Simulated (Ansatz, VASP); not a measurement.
MgO in VASP and in Ansatz

```xyz
2
Lattice="0.0000 2.0595 2.0931 2.0595 0.0000 2.0931 2.0595 2.0595 0.0000" Properties=species:S:1:pos:R:3 pbc="T T T"
Mg    0.0000    0.0000    0.0000
O     2.0595    2.0595    2.0931
```

Change from the starting cell: strained cell.

Alike in both runs: functional LDA; k mesh 8 × 8 × 8; occupations gaussian, width 0.02 eV; no spin polarisation.

Ansatz relaxed the structure, and its values are those at the end. VASP's run is a single point on that final structure, the one shown.

```csv
,VASP,Ansatz
version,VASP 6.6.1,Ansatz 0.2.0
potentials or method,"VASP PAW LDA potentials, release 64 (Mg, O), cutoff 600 eV","scalar-relativistic, plane waves, PAW"
valence electrons in the cell,8,16
```

```csv
,VASP,Ansatz,Ansatz less VASP
gap on the k mesh at the Fermi level (eV),5.15,5.15,+0.003
least direct gap on the mesh (eV),5.15,5.15,+0.003
pressure (GPa),0.4,2.6,+2.14
```

Ansatz warns that its potentials were made for another functional, while VASP's fit it. LDA's correlation is that of Perdew and Zunger in VASP and of Perdew and Wang (1992) in Ansatz. VASP's potentials hold 8 valence electrons a cell and Ansatz's 16, so a difference there can come from the potentials and not from the codes. Ansatz's warnings: stress scf threshold loose.
